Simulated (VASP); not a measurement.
# Pb (P6/mmm) in VASP: a series of runs, part 2 of 3

VASP 6.6.1. Earlier steps stand in the parts before.

### Step 4. Single point, PBE

This run uses another cell than the first one, of 32.23 Å³/atom, 1.087 times its volume.

Input file INCAR:

```
  PREC = Accurate
  ENCUT = 520
  EDIFF = 1E-6
  ISMEAR = -1
  SIGMA = 0.1
  LREAL = F
  LASPH = T
  NELM = 60
  ALGO = Normal
  ISIF = 2
  LWAVE = F
  LCHARG = T
  GGA = PE
  LELF = T
  LVHAR = T
  NBANDS = 28
```

Input file KPOINTS:

```
Automatic mesh
0
Gamma
  7 7 10
```

Input file POSCAR:

```
Pb
1.0
    5.6953065649      0.0000000000      0.0000000000
   -2.8476532825      4.9322801676      0.0000000000
    0.0000000000      0.0000000000      3.4417650980
Pb
3
Direct
    0.0000000000      0.0000000000      0.0000000000
    0.3333333333      0.6666666667      0.5000000000
    0.6666666667      0.3333333333      0.5000000000
```

Potentials or basis: VASP PAW PBE potentials, release 64 (Pb_d).

The run is started by

```console
$ cat potpaw_PBE.64/Pb_d/POTCAR > POTCAR
$ mpirun -np 1 vasp_std > vasp.out
```

OUTCAR:

```text
PREC = Accurate
   ENCUT = 520
   EDIFF = 1E-6
   ISMEAR = -1
   LREAL = F
   LASPH = T
   NELM = 60
   ISIF = 2
   GGA = PE

 ion  position               nearest neighbor table
   1  0.000  0.000  0.000-   2 3.71   3 3.71   2 3.71   3 3.71   3 3.71   3 3.71   2 3.71   2 3.71
                             3 3.71   3 3.71   2 3.71   2 3.71
   2  0.333  0.667  0.500-   3 3.29   3 3.29   3 3.29   1 3.71   1 3.71   1 3.71   1 3.71   1 3.71
                             1 3.71
   3  0.667  0.333  0.500-   2 3.29   2 3.29   2 3.29   1 3.71   1 3.71   1 3.71   1 3.71   1 3.71
                             1 3.71

  LATTYP: Found a hexagonal cell.
 ALAT       =     5.6953065649
 C/A-ratio  =     0.6043160379

  Lattice vectors:

 A1 = (   5.6953065649,   0.0000000000,   0.0000000000)
 A2 = (  -2.8476532825,   4.9322801676,   0.0000000000)
 A3 = (   0.0000000000,   0.0000000000,   3.4417650980)

Analysis of symmetry for initial positions (statically):
=====================================================================
 Subroutine PRICEL returns:
 Original cell was already a primitive cell.

 Routine SETGRP: Setting up the symmetry group for a
 hexagonal supercell.

 Subroutine GETGRP returns: Found 24 space group operations
 (whereof 24 operations were pure point group operations)
 out of a pool of 24 trial point group operations.

The static configuration has the point symmetry D_6h.

Analysis of symmetry for dynamics (positions and initial velocities):
=====================================================================
 Subroutine PRICEL returns:
 Original cell was already a primitive cell.

 Routine SETGRP: Setting up the symmetry group for a
 hexagonal supercell.

 Subroutine GETGRP returns: Found 24 space group operations
 (whereof 24 operations were pure point group operations)
 out of a pool of 24 trial point group operations.

The dynamic configuration has the point symmetry D_6h.

 Subroutine INISYM returns: Found 24 space group operations
[... 109 lines left out ...]
   PSTRESS=    0.0 pullay stress
   NELECT =      42.0000    total number of electrons
   NUPDOWN=      -1.0000    fix difference up-down
   EMIN   =  10.00;   EMAX   =-10.00  energy-range for DOS
   EFERMI =   0.00;   METHOD = LEGACY
   ISMEAR =    -1;   SIGMA  =   0.10  broadening in eV -4-tet -1-fermi 0-gaus
   EFERMI_NEDOS =   21; number of points for ismear=-14 and -15
   IALGO  =     38    algorithm
   IMIX   =      4    mixing-type and parameters
     AMIX     =   0.40;   BMIX     =  1.00
     AMIX_MAG =   1.60;   BMIX_MAG =  1.00
  volume/ion in A,a.u.               =      32.23       217.48
  Fermi-wavevector in a.u.,A,eV,Ry     =   1.239869  2.343013 20.915908  1.537276
  Thomas-Fermi vector in A             =   2.374334
   LORBIT       =      0    0 simple, 1 ext, 2 COOP (PROOUT), +10 PAW based schemes
   GGA     = PE    functional components
   LHFCALC =     F    Hartree Fock is set to
   AEXX    =    0.0000 exact exchange contribution
   IVDW    =     0    specifies the selected vdW correction
   LEPSILON=     F    determine dielectric tensor
   LRPA    =     F    only Hartree local field effects (RPA)
 non-spin polarized calculation
  energy-cutoff  :      520.00
  volume of cell :       96.68
 maximum number of plane-waves:      2643
   NGX = 21   NGY = 21   NGZ = 13

 number of electron      41.9999989 magnetization

 Free energy of the ion-electron system (eV)
  ---------------------------------------------------
  ext. energy  EPLUGINS =         0.00000000
  ---------------------------------------------------
  free energy    TOTEN  =       -10.55526373 eV

  energy without entropy =      -10.49301501  energy(sigma->0) =      -10.52413937

 E-fermi :   6.5653     XC(G=0):  -9.8892

 val. band max:        6.5523838051   @ k =   0.2857   0.2857   0.0000
 cond. band min:       6.6151121145   @ k =   0.4286   0.1429   0.0000
 fundamental gap:      0.0627283095
 Fermi energy:         6.5653434379

 k-point     1 :       0.0000    0.0000    0.0000
  band No.  band energies     occupation
      1     -10.6317      2.00000
      2     -10.5052      2.00000
      3     -10.4812      2.00000
      4     -10.4812      2.00000
      5     -10.4202      2.00000
      6     -10.4202      2.00000
[... 733 lines left out ...]
     27      11.8333      0.00000
     28      14.7540      0.00000

 [... further k-points ...]
[... 5 lines left out ...]
  --------------------------------------------------------------------------------------
  -------------------------------------------------------------------------------------
  Total        0.1325153      0.1325153     -0.3074389     -0.0000000      0.0000000      0.0000000
  in kB        2.1959914      2.1959914     -5.0947551     -0.0000000      0.0000000      0.0000000
  external PRESSURE =      -0.2342574 kB  Pullay stress =       0.0000000 kB

 VOLUME and BASIS-vectors are now :
 -----------------------------------------------------------------------------
  energy-cutoff  :      520.00
  volume of cell :       96.68
      direct lattice vectors                 reciprocal lattice vectors
     5.695306565  0.000000000  0.000000000     0.175583173  0.101372992  0.000000000
    -2.847653283  4.932280168  0.000000000     0.000000000  0.202745985  0.000000000
     0.000000000  0.000000000  3.441765098     0.000000000  0.000000000  0.290548591

 POSITION                                       TOTAL-FORCE (eV/Angst)
 -----------------------------------------------------------------------------------
      0.00000      0.00000      0.00000         0.000000      0.000000      0.000000
     -0.00000      3.28819      1.72088         0.000000     -0.000000      0.000000
      2.84765      1.64409      1.72088        -0.000000      0.000000      0.000000
 -----------------------------------------------------------------------------------
    total drift:                                0.000000      0.000000     -0.000000

  FREE ENERGIE OF THE ION-ELECTRON SYSTEM (eV)
  ---------------------------------------------------
  free  energy   TOTEN  =       -10.5552637316 eV

  energy  without entropy=      -10.4930150057  energy(sigma->0) =      -10.52413937
```

stdout:

```text
POSCAR found type information on POSCAR Pb
 POSCAR found :  1 types and       3 ions
 scaLAPACK will be used
 LDA part: xc-table for (Slater+PW92), standard interpolation
 POSCAR, INCAR and KPOINTS ok, starting setup
 FFT: planning ... GRIDC
 FFT: planning ... GRID_SOFT
 FFT: planning ... GRID
 WAVECAR not read
 entering main loop
```

It took 83 s on 1 thread of Intel Xeon 6975P-C, shared host; peak memory 0.26 GiB.

What came out:

```
Free energy            : -10.5553 eV
Pressure               : 0.0 GPa
Band gap on the k mesh : zero (band 21 reaches 8.45 eV, above the bottom of band 22 at 4.72 eV)
```

Caveat: spin-orbit coupling is left out, which moves the levels of the heavy elements.

### Step 5. Single point, PBE (volume scaled by 1.04)

Input file INCAR:

```
SYSTEM = Pb
ALGO = Normal ; EDIFF = 1E-7
ENCUT = 520 ; GGA = PE
ISIF = 2 ; ISMEAR = -1
LASPH = .TRUE. ; LCHARG = .FALSE.
LREAL = .FALSE. ; LWAVE = .FALSE.
NBANDS = 28 ; NELM = 60
PREC = Accurate ; SIGMA = 0.1
```

Input file KPOINTS:

```
k-points
0
G
  7 7 10
  0 0 0
```

Input file POSCAR:

```
Pb
1.0
    5.7702534039      0.0000000000      0.0000000000
   -2.8851267020      4.9971860340      0.0000000000
    0.0000000000      0.0000000000      3.4870566747
Pb
3
Direct
    0.0000000000      0.0000000000      0.0000000000
    0.3333333333      0.6666666667      0.5000000000
    0.6666666667      0.3333333333      0.5000000000
```

The run is started by

```console
$ cat potpaw_PBE.64/Pb_d/POTCAR > POTCAR
$ mpirun -np 1 vasp_std > vasp.out
```

Wall time 98 s (1 thread of Intel Xeon 6975P-C, shared host); peak memory 0.29 GiB.

It converged, with:

- Free energy: -10.5400 eV
- Pressure: -1.4 GPa
- Band gap on the k mesh: zero (band 21 reaches 7.94 eV, above the bottom of band 22 at 4.42 eV)

Stress tensor (GPa, compression positive):
```
-1.13  0.00  0.00
 0.00 -1.13  0.00
 0.00  0.00 -1.85
```

Levels at points of the mesh, in eV from the Fermi level:
| k point | band 19 | band 20 | band 21 | band 22 | band 23 | band 24 |
| --- | --- | --- | --- | --- | --- | --- |
| (0.00, 0.00, 0.00) | -1.84 | -1.84 | -1.73 | -1.73 | 2.87 | 6.65 |
| (0.00, 0.00, 0.50) | -2.03 | -1.19 | -0.20 | -0.20 | -0.14 | 1.00 |

Caveat: the cell differs from its parent crystal (volume scaled by 1.04); spin-orbit coupling is left out, which moves the levels of the heavy elements.

### Step 6. Single point, PBE (volume scaled by 1.08)

Input file INCAR:

```
ALGO = Normal ; EDIFF = 1E-6
ENCUT = 520 ; GGA = PE
ISIF = 2 ; ISMEAR = -1
LASPH = T ; LCHARG = F
LREAL = F ; LWAVE = F
NBANDS = 28 ; NELM = 80
PREC = Accurate ; SIGMA = 0.1
```

Input file KPOINTS:

```
k-points
0
Gamma
  7 7 10
```

Input file POSCAR:

```
Pb
1.0
    5.8433023410      0.0000000000      0.0000000000
   -2.9216511705      5.0604482693      0.0000000000
    0.0000000000      0.0000000000      3.5312013190
Pb
3
Direct
    0.0000000000      0.0000000000      0.0000000000
    0.3333333333      0.6666666667      0.5000000000
    0.6666666667      0.3333333333      0.5000000000
```

Potentials or basis: VASP PAW PBE potentials, release 64 (Pb_d).

The run is started by

```console
$ cat potpaw_PBE.64/Pb_d/POTCAR > POTCAR
$ mpirun -np 1 vasp_std > vasp.out
```

OUTCAR:

```text
EDIFF = 1E-6
   ENCUT = 520
   GGA = PE
   ISIF = 2
   ISMEAR = -1
   LASPH = T
   LREAL = F
   NELM = 80
   PREC = Accurate

 ion  position               nearest neighbor table
   1  0.000  0.000  0.000-   2 3.81   3 3.81   2 3.81   3 3.81   3 3.81   3 3.81   2 3.81   2 3.81
                             3 3.81   3 3.81   2 3.81   2 3.81
   2  0.333  0.667  0.500-   3 3.37   3 3.37   3 3.37   1 3.81   1 3.81   1 3.81   1 3.81   1 3.81
                             1 3.81
   3  0.667  0.333  0.500-   2 3.37   2 3.37   2 3.37   1 3.81   1 3.81   1 3.81   1 3.81   1 3.81
                             1 3.81

  LATTYP: Found a hexagonal cell.
 ALAT       =     5.8433023410
 C/A-ratio  =     0.6043160379

  Lattice vectors:

 A1 = (   5.8433023410,   0.0000000000,   0.0000000000)
 A2 = (  -2.9216511705,   5.0604482693,   0.0000000000)
 A3 = (   0.0000000000,   0.0000000000,   3.5312013190)

Analysis of symmetry for initial positions (statically):
=====================================================================
 Subroutine PRICEL returns:
 Original cell was already a primitive cell.

 Routine SETGRP: Setting up the symmetry group for a
 hexagonal supercell.

 Subroutine GETGRP returns: Found 24 space group operations
 (whereof 24 operations were pure point group operations)
 out of a pool of 24 trial point group operations.

The static configuration has the point symmetry D_6h.

Analysis of symmetry for dynamics (positions and initial velocities):
=====================================================================
 Subroutine PRICEL returns:
 Original cell was already a primitive cell.

 Routine SETGRP: Setting up the symmetry group for a
 hexagonal supercell.

 Subroutine GETGRP returns: Found 24 space group operations
 (whereof 24 operations were pure point group operations)
 out of a pool of 24 trial point group operations.

The dynamic configuration has the point symmetry D_6h.

 Subroutine INISYM returns: Found 24 space group operations
 (whereof 24 operations are pure point group operations),
 and found     1 'primitive' translations

----------------------------------------------------------------------------------------

                                     Primitive cell

  volume of cell :     104.4167

  direct lattice vectors                    reciprocal lattice vectors
     5.843302341  0.000000000  0.000000000     0.171136104  0.098805476  0.000000000
    -2.921651171  5.060448269  0.000000000     0.000000000  0.197610952  0.000000000
     0.000000000  0.000000000  3.531201319     0.000000000  0.000000000  0.283189745

  length of vectors
     5.843302341  5.843302341  3.531201319     0.197610952  0.197610952  0.283189745

  position of ions in fractional coordinates (direct lattice)
     0.000000000  0.000000000  0.000000000
     0.333333333  0.666666667  0.500000000
     0.666666667  0.333333333  0.500000000

  ion indices of the primitive-cell ions
   primitive index   ion index
                 1           1
                 2           2
                 3           3

----------------------------------------------------------------------------------------

 KPOINTS: k-points

Automatic generation of k-mesh.
 Grid dimensions read from file:
 generate k-points for:    7    7   10

 Generating k-lattice:

  Cartesian coordinates                     Fractional coordinates (reciprocal lattice)
     0.024448015  0.014115068  0.000000000     0.142857143  0.000000000  0.000000000
     0.000000000  0.028230136  0.000000000     0.000000000  0.142857143  0.000000000
     0.000000000  0.000000000  0.028318974     0.000000000  0.000000000  0.100000000

  Length of vectors
     0.028230136  0.028230136  0.028318974

  Shift w.r.t. Gamma in fractional coordinates (k-lattice)
     0.000000000  0.000000000  0.000000000

 Subroutine IBZKPT returns following result:
 ===========================================

 Found     48 irreducible k-points:

 Following reciprocal coordinates:
            Coordinates               Weight
  0.000000  0.000000  0.000000      1.000000
  0.142857 -0.000000  0.000000      6.000000
  0.285714  0.000000  0.000000      6.000000
  0.428571 -0.000000  0.000000      6.000000
  0.142857  0.142857  0.000000      6.000000
  0.285714  0.142857  0.000000     12.000000
[... 16 lines left out ...]
  0.428571  0.142857  0.200000     12.000000
  0.285714  0.285714  0.200000     12.000000
 [... further k-points ...]
   k-points           NKPTS =     48   k-points in BZ     NKDIM =     48   number of bands    NBANDS=     28
   number of dos      NEDOS =    301   number of ions     NIONS =      3
   total plane-waves  NPLWV =  64512
   dimension x,y,z NGX =    48 NGY =   48 NGZ =   28
   dimension x,y,z NGXF=    96 NGYF=   96 NGZF=   56
   ions per type =               3
   NGX,Y,Z   is equivalent  to a cutoff of  13.66, 13.66, 13.18 a.u.
   NGXF,Y,Z  is equivalent  to a cutoff of  27.31, 27.31, 26.36 a.u.
 SYSTEM =  unknown system
   PREC   = accura    normal or accurate (medium, high low for compatibility)
   ISTART =      0    job   : 0-new  1-cont  2-samecut
   ICHARG =      2    charge: 1-file 2-atom 10-const
   ISPIN  =      1    spin polarized calculation?
   LNONCOLLINEAR =      F non collinear calculations
   LSORBIT =      F    spin-orbit coupling
   LASPH  =      T    aspherical Exc in radial PAW
   ENCUT  =  520.0 eV  38.22 Ry    6.18 a.u.  10.86 10.86  6.57*2*pi/ulx,y,z
   NELM   =     80;   NELMIN=  2; NELMDL= -5     # of ELM steps
   EDIFF  = 0.1E-05   stopping-criterion for ELM
   LREAL  =      F    real-space projection
   EDIFFG = 0.1E-04   stopping-criterion for IOM
   NSW    =      0    number of steps for IOM
   IBRION =     -1    ionic relax: 0-MD 1-quasi-New 2-CG
   NFREE  =      0    steps in history (QN), initial steepest desc. (CG)
   ISIF   =      2    stress and relaxation
   ISYM   =      2    0-nonsym 1-usesym 2-fastsym
   POTIM  = 0.5000    time-step for ionic-motion
   TEBEG  =    0.0;   TEEND  =   0.0 temperature during run
   PSTRESS=    0.0 pullay stress
   NELECT =      42.0000    total number of electrons
   NUPDOWN=      -1.0000    fix difference up-down
   EMIN   =  10.00;   EMAX   =-10.00  energy-range for DOS
   EFERMI =   0.00;   METHOD = LEGACY
   ISMEAR =    -1;   SIGMA  =   0.10  broadening in eV -4-tet -1-fermi 0-gaus
   EFERMI_NEDOS =   21; number of points for ismear=-14 and -15
   IALGO  =     38    algorithm
   IMIX   =      4    mixing-type and parameters
     AMIX     =   0.40;   BMIX     =  1.00
     AMIX_MAG =   1.60;   BMIX_MAG =  1.00
  volume/ion in A,a.u.               =      34.81       234.88
  Fermi-wavevector in a.u.,A,eV,Ry     =   1.208467  2.283671 19.869833  1.460392
  Thomas-Fermi vector in A             =   2.344073
   LORBIT       =      0    0 simple, 1 ext, 2 COOP (PROOUT), +10 PAW based schemes
   GGA     = PE    functional components
   LHFCALC =     F    Hartree Fock is set to
   AEXX    =    0.0000 exact exchange contribution
   IVDW    =     0    specifies the selected vdW correction
   LEPSILON=     F    determine dielectric tensor
   LRPA    =     F    only Hartree local field effects (RPA)
 non-spin polarized calculation
  energy-cutoff  :      520.00
  volume of cell :      104.42
 maximum number of plane-waves:      2834
 NGX is ok and might be reduce to    48
   NGX = 21   NGY = 21   NGZ = 13

 number of electron      42.0000000 magnetization

 Free energy of the ion-electron system (eV)
  ---------------------------------------------------
  ext. energy  EPLUGINS =         0.00000000
  ---------------------------------------------------
  free energy    TOTEN  =       -10.49502267 eV

  energy without entropy =      -10.42930061  energy(sigma->0) =      -10.46216164

 E-fermi :   5.7625     XC(G=0):  -9.5346

 val. band max:        5.7579179285   @ k =   0.2857   0.2857   0.1000
 cond. band min:       5.7975402406   @ k =   0.1429   0.1429   0.2000
 fundamental gap:      0.0396223121
 Fermi energy:         5.7624530301

 k-point     1 :       0.0000    0.0000    0.0000
  band No.  band energies     occupation
      1     -11.3674      2.00000
      2     -11.2511      2.00000
      3     -11.2511      2.00000
      4     -11.2318      2.00000
      5     -11.2032      2.00000
      6     -11.2032      2.00000
[... 20 lines left out ...]
     27      12.4207      0.00000
     28      12.5300      0.00000
[... 683 lines left out ...]
 k-point    24 :       0.2857    0.2857    0.2000
  band No.  band energies     occupation
      1     -11.2823      2.00000
      2     -11.2609      2.00000
      3     -11.2601      2.00000
      4     -11.2344      2.00000
      5     -11.2342      2.00000
      6     -11.1808      2.00000
[... 20 lines left out ...]
     27      10.6895      0.00000
     28      13.7005      0.00000

 [... further k-points ...]
[... 5 lines left out ...]
  --------------------------------------------------------------------------------------
  -------------------------------------------------------------------------------------
  Total       -1.4427643     -1.4427643     -1.9039007      0.0000000      0.0000000      0.0000000
  in kB      -22.1378855    -22.1378855    -29.2135986      0.0000000      0.0000000      0.0000000
  external PRESSURE =     -24.4964565 kB  Pullay stress =       0.0000000 kB

 VOLUME and BASIS-vectors are now :
 -----------------------------------------------------------------------------
  energy-cutoff  :      520.00
  volume of cell :      104.42
      direct lattice vectors                 reciprocal lattice vectors
     5.843302341  0.000000000  0.000000000     0.171136104  0.098805476  0.000000000
    -2.921651171  5.060448269  0.000000000     0.000000000  0.197610952  0.000000000
     0.000000000  0.000000000  3.531201319     0.000000000  0.000000000  0.283189745

 POSITION                                       TOTAL-FORCE (eV/Angst)
 -----------------------------------------------------------------------------------
      0.00000      0.00000      0.00000         0.000000      0.000000      0.000000
     -0.00000      3.37363      1.76560         0.000000      0.000000     -0.000000
      2.92165      1.68682      1.76560        -0.000000     -0.000000      0.000000
 -----------------------------------------------------------------------------------
    total drift:                               -0.000000      0.000000     -0.000000

  FREE ENERGIE OF THE ION-ELECTRON SYSTEM (eV)
  ---------------------------------------------------
  free  energy   TOTEN  =       -10.4950226715 eV

  energy  without entropy=      -10.4293006135  energy(sigma->0) =      -10.46216164
```

stdout:

```text
POSCAR found type information on POSCAR Pb
 POSCAR found :  1 types and       3 ions
 scaLAPACK will be used
 LDA part: xc-table for (Slater+PW92), standard interpolation
 POSCAR, INCAR and KPOINTS ok, starting setup
 FFT: planning ... GRIDC
 FFT: planning ... GRID_SOFT
 FFT: planning ... GRID
 WAVECAR not read
 entering main loop
```

It took 93 s on 1 thread of Intel Xeon 6975P-C, shared host; peak memory 0.3 GiB.

What came out:

* Free energy: -10.4950 eV
* Pressure: -2.4 GPa
* Band gap on the k mesh: zero (band 21 reaches 7.46 eV, above the bottom of band 22 at 4.14 eV)

Stress tensor (GPa, compression positive):
```
-2.21  0.00  0.00
 0.00 -2.21  0.00
 0.00  0.00 -2.92
```

Levels at points of the mesh, in eV from the Fermi level:
```csv
k point,band 17,band 18,band 19,band 20,band 21,band 22,band 23,band 24,band 25,band 26
"(0.00, 0.00, 0.00)",-7.49,-7.10,-1.74,-1.74,-1.62,-1.62,2.81,6.52,6.58,6.58
"(0.00, 0.00, 0.50)",-7.65,-5.62,-1.99,-1.15,-0.16,-0.16,-0.10,1.00,1.00,2.29
```

Caveat: the cell differs from its parent crystal (volume scaled by 1.08); spin-orbit coupling is left out, which moves the levels of the heavy elements.

(Part 2 of 3 ends here.)
